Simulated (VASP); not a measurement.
# PtO3H6 in VASP: single point with PBE

Aim: the single point of PtO3H6 with PBE.

Program: VASP 6.6.1. These are calculated values, not measurements. Logs are shortened: lines on timing, memory, paths and dates and some standing lists are left out, and cuts for length are marked.

### Step 1. The cell of the first run

The cell holds a molecule in a box, 10 atoms: a = 12.950 Å, b = 13.490 Å, c = 10.530 Å, α = 90.00°, β = 90.00°, γ = 90.00°.

### Step 2. Single point, PBE

The input, INCAR:

```
PREC = Accurate ; ENCUT = 1000
EDIFF = 1E-6 ; ISMEAR = 0
SIGMA = 0.01 ; LREAL = False
LASPH = True ; NELM = 120
ALGO = Normal ; ISIF = 2
LWAVE = False ; LCHARG = False
GGA = PE ; NBANDS = 32
GGA_COMPAT = False ; NELMDL = -8
```

The input, KPOINTS:

```
regular mesh
0
Gamma
  1 1 1
```

The input, POSCAR:

```
H6PtO3
1.0
   12.9500000000      0.0000000000      0.0000000000
    0.0000000000     13.4900000000      0.0000000000
    0.0000000000      0.0000000000     10.5300000000
Pt O H
1 3 6
Direct
    0.4627768300      0.4974069700      0.4999211800
    0.6470432400      0.5186782800      0.4999211800
    0.3514548300      0.6399621900      0.4999211800
    0.3898339800      0.3335804300      0.4999211800
    0.6525274100      0.4747813200      0.5724928800
    0.6525274100      0.4747813200      0.4273504300
    0.3883135100      0.6664707200      0.5724928800
    0.3883135100      0.6664707200      0.4273504300
    0.3474903500      0.3509696100      0.5724928800
    0.3474903500      0.3509696100      0.4273504300
```

Potentials or basis: VASP PAW PBE potentials, release 64 (Pt_sv_GW, O_h, H_h).

Command:

```console
cat potpaw_PBE.64/Pt_sv_GW/POTCAR potpaw_PBE.64/O_h/POTCAR potpaw_PBE.64/H_h/POTCAR > POTCAR
mpirun -np 1 vasp_gam > vasp.out
```

OUTCAR:

```text
PREC = Accurate
   ENCUT = 1000
   EDIFF = 1E-6
   ISMEAR = 0
   LREAL = False
   LASPH = True
   NELM = 120
   ISIF = 2
   GGA = PE
   NELMDL = -8

 ion  position               nearest neighbor table
   1  0.463  0.497  0.500-   3 2.40   4 2.40   2 2.40
   2  0.647  0.519  0.500-   6 0.97   5 0.97   1 2.40
   3  0.351  0.640  0.500-   8 0.97   7 0.97   1 2.40
   4  0.390  0.334  0.500-  10 0.97   9 0.97   1 2.40
   5  0.653  0.475  0.572-   2 0.97
   6  0.653  0.475  0.427-   2 0.97
   7  0.388  0.666  0.572-   3 0.97
   8  0.388  0.666  0.427-   3 0.97
   9  0.347  0.351  0.572-   4 0.97
  10  0.347  0.351  0.427-   4 0.97

  LATTYP: Found a simple orthorhombic cell.
 ALAT       =    10.5300000000
 B/A-ratio  =     1.2298195632
 C/A-ratio  =     1.2811016144

  Lattice vectors:

 A1 = (   0.0000000000,   0.0000000000,  10.5300000000)
 A2 = (  12.9500000000,   0.0000000000,   0.0000000000)
 A3 = (   0.0000000000,  13.4900000000,   0.0000000000)

Analysis of symmetry for initial positions (statically):
=====================================================================
 Subroutine PRICEL returns:
 Original cell was already a primitive cell.

 Routine SETGRP: Setting up the symmetry group for a
 simple orthorhombic supercell.

 Subroutine GETGRP returns: Found  2 space group operations
 (whereof  1 operations were pure point group operations)
 out of a pool of  8 trial point group operations.

The static configuration has the point symmetry C_1 .
 The point group associated with its full space group is C_1h.

Analysis of symmetry for dynamics (positions and initial velocities):
=====================================================================
 Subroutine PRICEL returns:
 Original cell was already a primitive cell.

 Routine SETGRP: Setting up the symmetry group for a
 simple orthorhombic supercell.

 Subroutine GETGRP returns: Found  2 space group operations
 (whereof  1 operations were pure point group operations)
 out of a pool of  8 trial point group operations.

The dynamic configuration has the point symmetry C_1 .
 The point group associated with its full space group is C_1h.

 Subroutine INISYM returns: Found  2 space group operations
 (whereof  1 operations are pure point group operations),
 and found     1 'primitive' translations

----------------------------------------------------------------------------------------
[... 85 lines left out ...]
   EDIFF  = 0.1E-05   stopping-criterion for ELM
   LREAL  =      F    real-space projection
[... 7 lines left out ...]
   TEBEG  =    0.0;   TEEND  =   0.0 temperature during run
   PSTRESS=    0.0 pullay stress
   NELECT =      42.0000    total number of electrons
   NUPDOWN=      -1.0000    fix difference up-down
   EMIN   =  10.00;   EMAX   =-10.00  energy-range for DOS
   EFERMI =   0.00;   METHOD = LEGACY
   ISMEAR =     0;   SIGMA  =   0.01  broadening in eV -4-tet -1-fermi 0-gaus
   EFERMI_NEDOS =   21; number of points for ismear=-14 and -15
   IALGO  =     38    algorithm
   IMIX   =      4    mixing-type and parameters
     AMIX     =   0.40;   BMIX     =  1.00
     AMIX_MAG =   1.60;   BMIX_MAG =  1.00
  volume/ion in A,a.u.               =     183.95      1241.39
  Fermi-wavevector in a.u.,A,eV,Ry     =   0.464431  0.877647  2.934725  0.215696
  Thomas-Fermi vector in A             =   1.453164
   LORBIT       =      0    0 simple, 1 ext, 2 COOP (PROOUT), +10 PAW based schemes
   GGA     = PE    functional components
   LHFCALC =     F    Hartree Fock is set to
   AEXX    =    0.0000 exact exchange contribution
   IVDW    =     0    specifies the selected vdW correction
   LEPSILON=     F    determine dielectric tensor
   LRPA    =     F    only Hartree local field effects (RPA)
 non-spin polarized calculation
 Gauss-broadening in eV      SIGMA  =   0.01
  energy-cutoff  :     1000.00
  volume of cell :     1839.54
 maximum number of plane-waves:     66043
 NGX is ok and might be reduce to   140
   NGX = 67   NGY = 69   NGZ = 55

 number of electron      42.0000000 magnetization

 Free energy of the ion-electron system (eV)
  ---------------------------------------------------
  ext. energy  EPLUGINS =         0.00000000
  ---------------------------------------------------
  free energy    TOTEN  =       -44.56339813 eV

  energy without entropy =      -44.56339813  energy(sigma->0) =      -44.56339813

 E-fermi :  -2.8686     XC(G=0):  -1.0101

 val. band max:       -3.1521694646   @ k =   0.0000   0.0000   0.0000
 cond. band min:      -2.2799013007   @ k =   0.0000   0.0000   0.0000
 fundamental gap:      0.8722681639
 Fermi energy:        -2.8685757959

 k-point     1 :       0.0000    0.0000    0.0000
  band No.  band energies     occupation
      1     -98.9403      2.00000
      2     -53.2845      2.00000
      3     -53.1470      2.00000
      4     -53.1463      2.00000
      5     -25.7969      2.00000
      6     -25.7775      2.00000
[... 24 lines left out ...]
     31       1.1192      0.00000
     32       1.2127      0.00000

------------------------ aborting loop because EDIFF is reached ----------------------------------------

  FORCE on cell =-STRESS in cart. coord.  units (eV):
  Direction    XX          YY          ZZ          XY          YZ          ZX
  --------------------------------------------------------------------------------------
  -------------------------------------------------------------------------------------
  Total        0.0237975      0.0289606      0.9979177      0.0015119      0.0000000      0.0000000
  in kB        0.0207268      0.0252237      0.8691510      0.0013168      0.0000000      0.0000000
  external PRESSURE =       0.3050338 kB  Pullay stress =       0.0000000 kB

 VOLUME and BASIS-vectors are now :
 -----------------------------------------------------------------------------
  energy-cutoff  :     1000.00
  volume of cell :     1839.54
      direct lattice vectors                 reciprocal lattice vectors
    12.950000000  0.000000000  0.000000000     0.077220077  0.000000000  0.000000000
     0.000000000 13.490000000  0.000000000     0.000000000  0.074128984  0.000000000
     0.000000000  0.000000000 10.530000000     0.000000000  0.000000000  0.094966762

 POSITION                                       TOTAL-FORCE (eV/Angst)
 -----------------------------------------------------------------------------------
      5.99296      6.71002      5.26417        -0.001496      0.002561      0.000000
      8.37921      6.99697      5.26417        -0.014353      0.239496      0.000000
      4.55134      8.63309      5.26417        -0.198370     -0.136387      0.000000
      5.04835      4.50000      5.26417         0.212130     -0.116325      0.000000
      8.45023      6.40480      6.02835        -0.009418     -0.115334      0.235237
      8.45023      6.40480      4.50000        -0.009418     -0.115334     -0.235237
      5.02866      8.99069      6.02835         0.105090      0.051544      0.234497
      5.02866      8.99069      4.50000         0.105090      0.051544     -0.234497
      4.50000      4.73458      6.02835        -0.094627      0.069118      0.234749
      4.50000      4.73458      4.50000        -0.094627      0.069118     -0.234749
 -----------------------------------------------------------------------------------
    total drift:                                0.000876      0.001442     -0.000829

  FREE ENERGIE OF THE ION-ELECTRON SYSTEM (eV)
  ---------------------------------------------------
  free  energy   TOTEN  =       -44.5633981252 eV

  energy  without entropy=      -44.5633981252  energy(sigma->0) =      -44.56339813
```

OSZICAR:

```text
N       E                     dE             d eps       ncg     rms          rms(c)
DAV:   1     0.622553968415E+03    0.62255E+03   -0.18552E+04    80   0.140E+03
DAV:   2     0.157409569115E+03   -0.46514E+03   -0.45424E+03   112   0.242E+02
DAV:   3    -0.141944554493E+02   -0.17160E+03   -0.16694E+03   104   0.141E+02
[... 21 lines left out ...]
DAV:  25    -0.445633777019E+02   -0.34055E-04   -0.19395E-06    48   0.334E-03    0.886E-04
DAV:  26    -0.445633895225E+02   -0.11821E-04   -0.83210E-07    56   0.235E-03    0.319E-03
DAV:  27    -0.445633940292E+02   -0.45067E-05   -0.18908E-07    56   0.155E-03    0.117E-03
DAV:  28    -0.445633972793E+02   -0.32501E-05   -0.17064E-07    64   0.128E-03    0.756E-04
DAV:  29    -0.445633981252E+02   -0.84589E-06   -0.23641E-09    64   0.846E-04
   1 F= -.44563398E+02 E0= -.44563398E+02  d E =0.000000E+00
```

Run time: 7.7 min. Hardware: 1 thread of AMD EPYC 9R45 (Zen 5), shared host; peak memory 3.1 GiB.

What came out:

| Quantity | Value |
| --- | --- |
| Free energy | -44.5634 eV |
| Largest force | 0.262 eV/Å |
| Gap between the frontier levels | 0.87 eV |

Forces in eV/Å, atoms in the order of the input:
```
Pt  -0.001  0.003  0.000
O   -0.014  0.239  0.000
O   -0.198 -0.136  0.000
O    0.212 -0.116  0.000
H   -0.009 -0.115  0.235
H   -0.009 -0.115 -0.235
H    0.105  0.052  0.234
H    0.105  0.052 -0.234
H   -0.095  0.069  0.235
H   -0.095  0.069 -0.235
```

Caveat: spin-orbit coupling is left out, which moves the levels of the heavy elements.
